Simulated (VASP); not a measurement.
# O in VASP: further runs

Runs on O. Level: PBE+D3(BJ). Tasks: single point.

All numbers are computed with VASP 6.6.1; they aren't measurements. Logs are shortened: lines on timing, memory, paths and dates and some standing lists are left out, and cuts for length are marked.

### 1 The cell of the first run

The cell holds a disordered packing, 12 atoms: a = 6.088 Å, b = 6.088 Å, c = 6.088 Å, α = 90.00°, β = 90.00°, γ = 90.00°.

### 2 Single point, PBE+D3(BJ), collinear spin, ferromagnetic start

INCAR reads:

```
PREC = Accurate ; ENCUT = 1000
EDIFF = 1E-6 ; ISMEAR = -1
SIGMA = 0.02 ; LREAL = F
LASPH = T ; NELM = 200
ALGO = Normal ; ISIF = 2
LWAVE = F ; LCHARG = F
ISPIN = 2 ; MAGMOM = 1 1 1 1 1 1 1 1 1 1 1 1
LORBIT = 11 ; GGA = PE
IVDW = 12 ; NBANDS = 52
GGA_COMPAT = F
```

KPOINTS reads:

```
regular mesh
0
Gamma
  1 1 1
```

POSCAR reads:

```
O
1.0
    6.0876040000      0.0000000000      0.0000000000
    0.0000000000      6.0876040000      0.0000000000
    0.0000000000      0.0000000000      6.0876040000
O
12
Direct
    0.5166893247      0.0277777595      0.0112030940
    0.4561071975      0.1439811131      0.1566790481
    0.7251457224      0.4679180840      0.2453181909
    0.5836450597      0.5925812520      0.1829126862
    0.7846108255      0.3533081324      0.7401926932
    0.8284704458      0.1939022315      0.6258619976
    0.5733947215      0.6947068173      0.6625266689
    0.5995462254      0.8653486659      0.5589555431
    0.0505289109      0.6552824395      0.9333064371
    0.0073099367      0.8206184239      0.8331685175
    1.1461816504      0.7149939451      0.3718868704
    1.1004986527      0.9107359809      0.3776855393
```

Potentials or basis: VASP PAW PBE potentials, release 64 (O_h).

Run with:

```bash
$ cat potpaw_PBE.64/O_h/POTCAR > POTCAR
$ mpirun -np 1 vasp_gam > vasp.out
```

OUTCAR:

```text
PREC = Accurate
   ENCUT = 1000
   EDIFF = 1E-6
   ISMEAR = -1
   LREAL = F
   LASPH = T
   NELM = 200
   ISIF = 2
   ISPIN = 2
   LORBIT = 11
   GGA = PE
   IVDW = 12
 IVDW          = 12

 ion  position               nearest neighbor table
   1  0.517  0.028  0.011-   2 1.19
   2  0.456  0.144  0.157-   1 1.19
   3  0.725  0.468  0.245-   4 1.21
   4  0.584  0.593  0.183-   3 1.21
   5  0.785  0.353  0.740-   6 1.22
   6  0.828  0.194  0.626-   5 1.22
   7  0.573  0.695  0.663-   8 1.23
   8  0.600  0.865  0.559-   7 1.23
   9  0.051  0.655  0.933-  10 1.21
  10  0.007  0.821  0.833-   9 1.21
  11  0.146  0.715  0.372-  12 1.22
  12  0.100  0.911  0.378-  11 1.22

  LATTYP: Found a simple cubic cell.
 ALAT       =     6.0876040000

  Lattice vectors:

 A1 = (   6.0876040000,   0.0000000000,   0.0000000000)
 A2 = (   0.0000000000,   6.0876040000,   0.0000000000)
 A3 = (   0.0000000000,   0.0000000000,   6.0876040000)

Analysis of symmetry for initial positions (statically):
=====================================================================
 Subroutine PRICEL returns:
 Original cell was already a primitive cell.

 Routine SETGRP: Setting up the symmetry group for a
 simple cubic supercell.

 Subroutine GETGRP returns: Found  1 space group operations
 (whereof  1 operations were pure point group operations)
 out of a pool of 48 trial point group operations.

The static configuration has the point symmetry C_1 .

Analysis of symmetry for dynamics (positions and initial velocities):
=====================================================================
 Subroutine PRICEL returns:
 Original cell was already a primitive cell.

 Routine SETGRP: Setting up the symmetry group for a
 simple cubic supercell.

 Subroutine GETGRP returns: Found  1 space group operations
 (whereof  1 operations were pure point group operations)
 out of a pool of 48 trial point group operations.

The dynamic configuration has the point symmetry C_1 .

Analysis of structural, dynamic, and magnetic symmetry:
=====================================================================
 Subroutine PRICEL returns:
 Original cell was already a primitive cell.

 Routine SETGRP: Setting up the symmetry group for a
 simple cubic supercell.

 Subroutine GETGRP returns: Found  1 space group operations
 (whereof  1 operations were pure point group operations)
 out of a pool of 48 trial point group operations.

The overall configuration has the point symmetry C_1 .

 Subroutine INISYM returns: Found  1 space group operations
 (whereof  1 operations are pure point group operations),
 and found     1 'primitive' translations

----------------------------------------------------------------------------------------

                                     Primitive cell

  volume of cell :     225.6000

  direct lattice vectors                    reciprocal lattice vectors
     6.087604000  0.000000000  0.000000000     0.164268241  0.000000000  0.000000000
     0.000000000  6.087604000  0.000000000     0.000000000  0.164268241  0.000000000
     0.000000000  0.000000000  6.087604000     0.000000000  0.000000000  0.164268241

  length of vectors
     6.087604000  6.087604000  6.087604000     0.164268241  0.164268241  0.164268241

  position of ions in fractional coordinates (direct lattice)
     0.516689325  0.027777759  0.011203094
     0.456107198  0.143981113  0.156679048
     0.725145722  0.467918084  0.245318191
     0.583645060  0.592581252  0.182912686
     0.784610826  0.353308132  0.740192693
     0.828470446  0.193902231  0.625861998
     0.573394722  0.694706817  0.662526669
     0.599546225  0.865348666  0.558955543
     0.050528911  0.655282439  0.933306437
     0.007309937  0.820618424  0.833168517
     0.146181650  0.714993945  0.371886870
     0.100498653  0.910735981  0.377685539

  ion indices of the primitive-cell ions
   primitive index   ion index
                 1           1
                 2           2
                 3           3
                 4           4
                 5           5
                 6           6
                 7           7
                 8           8
                 9           9
                10          10
                11          11
                12          12

----------------------------------------------------------------------------------------

 KPOINTS: regular mesh

Automatic generation of k-mesh.
 Grid dimensions read from file:
 generate k-points for:    1    1    1

 Generating k-lattice:

  Cartesian coordinates                     Fractional coordinates (reciprocal lattice)
     0.164268241  0.000000000  0.000000000     1.000000000  0.000000000  0.000000000
     0.000000000  0.164268241  0.000000000     0.000000000  1.000000000  0.000000000
     0.000000000  0.000000000  0.164268241     0.000000000  0.000000000  1.000000000

  Length of vectors
     0.164268241  0.164268241  0.164268241

  Shift w.r.t. Gamma in fractional coordinates (k-lattice)
     0.000000000  0.000000000  0.000000000

 Subroutine IBZKPT returns following result:
 ===========================================

 Found      1 irreducible k-points:

 Following reciprocal coordinates:
            Coordinates               Weight
  0.000000  0.000000  0.000000      1.000000
   k-points           NKPTS =      1   k-points in BZ     NKDIM =      1   number of bands    NBANDS=     52
   number of dos      NEDOS =    301   number of ions     NIONS =     12
   total plane-waves  NPLWV = 262144
   dimension x,y,z NGX =    64 NGY =   64 NGZ =   64
   dimension x,y,z NGXF=   128 NGYF=  128 NGZF=  128
   ions per type =              12
   NGX,Y,Z   is equivalent  to a cutoff of  17.48, 17.48, 17.48 a.u.
   NGXF,Y,Z  is equivalent  to a cutoff of  34.96, 34.96, 34.96 a.u.
 SYSTEM =  unknown system
   PREC   = accura    normal or accurate (medium, high low for compatibility)
   ISTART =      0    job   : 0-new  1-cont  2-samecut
   ICHARG =      2    charge: 1-file 2-atom 10-const
   ISPIN  =      2    spin polarized calculation?
   LNONCOLLINEAR =      F non collinear calculations
   LSORBIT =      F    spin-orbit coupling
   LASPH  =      T    aspherical Exc in radial PAW
   ENCUT  = 1000.0 eV  73.50 Ry    8.57 a.u.  15.70 15.70 15.70*2*pi/ulx,y,z
   NELM   =    200;   NELMIN=  2; NELMDL= -5     # of ELM steps
   EDIFF  = 0.1E-05   stopping-criterion for ELM
   LREAL  =      F    real-space projection
[... 7 lines left out ...]
   TEBEG  =    0.0;   TEEND  =   0.0 temperature during run
   PSTRESS=    0.0 pullay stress
   NELECT =      72.0000    total number of electrons
   NUPDOWN=      -1.0000    fix difference up-down
   EMIN   =  10.00;   EMAX   =-10.00  energy-range for DOS
   EFERMI =   0.00;   METHOD = LEGACY
   ISMEAR =    -1;   SIGMA  =   0.02  broadening in eV -4-tet -1-fermi 0-gaus
   EFERMI_NEDOS =   21; number of points for ismear=-14 and -15
   IALGO  =     38    algorithm
   IMIX   =      4    mixing-type and parameters
     AMIX     =   0.40;   BMIX     =  1.00
     AMIX_MAG =   1.60;   BMIX_MAG =  1.00
  volume/ion in A,a.u.               =      18.80       126.87
  Fermi-wavevector in a.u.,A,eV,Ry     =   1.118766  2.114161 17.029561  1.251637
  Thomas-Fermi vector in A             =   2.255400
   LORBIT       =     11    0 simple, 1 ext, 2 COOP (PROOUT), +10 PAW based schemes
   GGA     = PE    functional components
   LHFCALC =     F    Hartree Fock is set to
   AEXX    =    0.0000 exact exchange contribution
   IVDW    =    12    specifies the selected vdW correction
   LEPSILON=     F    determine dielectric tensor
   LRPA    =     F    only Hartree local field effects (RPA)
 spin polarized calculation
  energy-cutoff  :     1000.00
  volume of cell :      225.60
 maximum number of plane-waves:      8140
 NGX is ok and might be reduce to    64
   NGX = 31   NGY = 31   NGZ = 31

 number of electron      72.0000006 magnetization      12.0000007

 Free energy of the ion-electron system (eV)
  ---------------------------------------------------
  ext. energy  EPLUGINS =         0.00000000
  ---------------------------------------------------
  free energy    TOTEN  =       -59.62630307 eV

  energy without entropy =      -59.62630307  energy(sigma->0) =      -59.62630307

 E-fermi :  -1.6176     XC(G=0):  -6.8969

 val. band max:       -2.1559746088   @ k =   0.0000   0.0000   0.0000
 cond. band min:      -0.7617397311   @ k =   0.0000   0.0000   0.0000
 fundamental gap:      1.3942348777
 Fermi energy:        -1.6176002235

 spin component 1

 k-point     1 :       0.0000    0.0000    0.0000
  band No.  band energies     occupation
      1     -29.0212      1.00000
      2     -28.7318      1.00000
      3     -28.6220      1.00000
      4     -28.3219      1.00000
      5     -28.2820      1.00000
      6     -28.1921      1.00000
[... 40 lines left out ...]
     47       7.0856      0.00000
     48       7.2711      0.00000
 Fermi energy:        -1.6176002235

 spin component 2

 k-point     1 :       0.0000    0.0000    0.0000
  band No.  band energies     occupation
      1     -27.8537      1.00000
      2     -27.5534      1.00000
      3     -27.4388      1.00000
      4     -27.1263      1.00000
      5     -27.0806      1.00000
      6     -26.9934      1.00000
[... 40 lines left out ...]
     47       7.7129      0.00000
     48       8.0542      0.00000
 [bands above 48 left out]

------------------------ aborting loop because EDIFF is reached ----------------------------------------

 Edisp (eV)   -0.51024

 E8    (eV) :    -0.1224

  FORCE on cell =-STRESS in cart. coord.  units (eV):
  Direction    XX          YY          ZZ          XY          YZ          ZX
  --------------------------------------------------------------------------------------
  -------------------------------------------------------------------------------------
  Total       2.83355     4.16570     4.18739    -0.27265     0.79043     0.18587
  in kB      20.12342    29.58416    29.73823    -1.93629     5.61352     1.32005
  external pressure =       26.48 kB  Pullay stress =        0.00 kB

 VOLUME and BASIS-vectors are now :
 -----------------------------------------------------------------------------
  energy-cutoff  :     1000.00
  volume of cell :      225.60
      direct lattice vectors                 reciprocal lattice vectors
     6.087604000  0.000000000  0.000000000     0.164268241  0.000000000  0.000000000
     0.000000000  6.087604000  0.000000000     0.000000000  0.164268241  0.000000000
     0.000000000  0.000000000  6.087604000     0.000000000  0.000000000  0.164268241

 POSITION                                       TOTAL-FORCE (eV/Angst)
 -----------------------------------------------------------------------------------
      3.14540      0.16910      0.06820         0.593394     -1.159427     -1.485754
      2.77660      0.87650      0.95380        -0.810242      1.058126      1.438054
      4.41440      2.84850      1.49340         0.561637     -0.252994      0.200679
      3.55300      3.60740      1.11350        -0.387486      0.305368     -0.302793
      4.77640      2.15080      4.50600         0.191675     -0.744572     -0.154702
      5.04340      1.18040      3.81000         0.184654      0.736485      0.252544
      3.49060      4.22910      4.03320        -0.222877      0.744772     -0.300506
      3.64980      5.26790      3.40270        -0.345423     -0.721582      0.240203
      0.30760      3.98910      5.68160         0.321070     -0.628163      0.426217
      0.04450      4.99560      5.07200        -0.114546      0.659869     -0.364175
      0.88990      4.35260      2.26390        -0.058343      0.421696      0.192582
      0.61180      5.54420      2.29920         0.086487     -0.419577     -0.142349
 -----------------------------------------------------------------------------------
    total drift:                                0.000176     -0.001071      0.000845

  FREE ENERGIE OF THE ION-ELECTRON SYSTEM (eV)
  ---------------------------------------------------
  free  energy   TOTEN  =       -60.1365403340 eV

  energy  without entropy=      -60.1365403340  energy(sigma->0) =      -60.13654033

 total charge

# of ion       s       p       d       tot
------------------------------------------
    1        1.087   2.243   0.000   3.330
    2        1.088   2.242   0.000   3.330
    3        1.089   2.229   0.000   3.318
    4        1.089   2.228   0.000   3.317
    5        1.091   2.219   0.000   3.310
    6        1.092   2.216   0.000   3.308
    7        1.091   2.216   0.000   3.307
    8        1.092   2.216   0.000   3.308
    9        1.089   2.231   0.000   3.320
   10        1.088   2.231   0.000   3.320
   11        1.090   2.216   0.000   3.306
   12        1.090   2.216   0.000   3.306
--------------------------------------------------
tot         13.077  26.703   0.000  39.780

 magnetization (x)

# of ion       s       p       d       tot
------------------------------------------
    1        0.013   0.602   0.000   0.615
    2        0.014   0.611   0.000   0.625
    3        0.014   0.611   0.000   0.625
    4        0.015   0.606   0.000   0.621
    5        0.015   0.607   0.000   0.622
    6        0.015   0.612   0.000   0.626
    7        0.015   0.607   0.000   0.622
    8        0.015   0.610   0.000   0.625
    9        0.014   0.611   0.000   0.625
   10        0.014   0.603   0.000   0.616
   11        0.014   0.610   0.000   0.624
   12        0.014   0.608   0.000   0.622
--------------------------------------------------
tot          0.172   7.297   0.000   7.469
```

Wall time 49 s (1 thread of AMD EPYC 9R45 (Zen 5), shared host); peak memory 0.67 GiB.

What came out:

```yaml
Free_energy: -60.1365 eV
Pressure: 2.6 GPa
Largest_force: 1.976 eV/Å
Net_moment: 12.00 μB per cell
Site_moments: O +0.61, +0.62, +0.63 (each value once) μB
Valence_electrons_inside_the_program's_atomic_spheres: O 3.33, 3.32, 3.31 (each value once)
Dispersion_energy_per_atom: -0.043 eV
```

Forces on the atoms (eV/Å):
```
O    0.593 -1.159 -1.486
O   -0.810  1.058  1.438
O    0.562 -0.253  0.201
O   -0.387  0.305 -0.303
O    0.192 -0.745 -0.155
O    0.185  0.736  0.253
O   -0.223  0.745 -0.301
O   -0.345 -0.722  0.240
O    0.321 -0.628  0.426
O   -0.115  0.660 -0.364
O   -0.058  0.422  0.193
O    0.086 -0.420 -0.142
```

Caveat: the k points lie up to 1.03 Å⁻¹ apart, too coarse for converged energies, forces and pressures; the atoms stand as in a frame of molecular dynamics.

(Continued in part 2 of 3.)
